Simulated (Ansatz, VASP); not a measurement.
## One calculation of SiC, two programs

```
Si C
1.0
     3.09115    0.00000    0.00000
    -1.54558    2.67701    0.00000
     0.00000    0.00000    5.07277
Si C
2 2
Direct
  0.33333 0.66667 0.00459
  0.66667 0.33333 0.50459
  0.33333 0.66667 0.38041
  0.66667 0.33333 0.88041
```

Alike in both runs: task relaxation of the atoms; functional PBEsol; k mesh 8 × 8 × 6; no spin polarisation.

|  | VASP | Ansatz |
| --- | --- | --- |
| version | VASP 6.6.1 | Ansatz 0.2.0 |
| potentials or method | VASP PAW PBE potentials, release 64 (Si, C), cutoff 520 eV | all-electron LAPW, scalar-relativistic |
| occupations | gaussian, width 0.01 eV | fixed |

|  | VASP | Ansatz | Ansatz less VASP |
| --- | --- | --- | --- |
| gap on the k mesh at the Fermi level, each at its own relaxed structure (eV) | 2.40 | 2.41 | +0.010 |

VASP's potentials were made for PBE, not for PBEsol. Ansatz ran all-electron here, and VASP with PAW potentials.
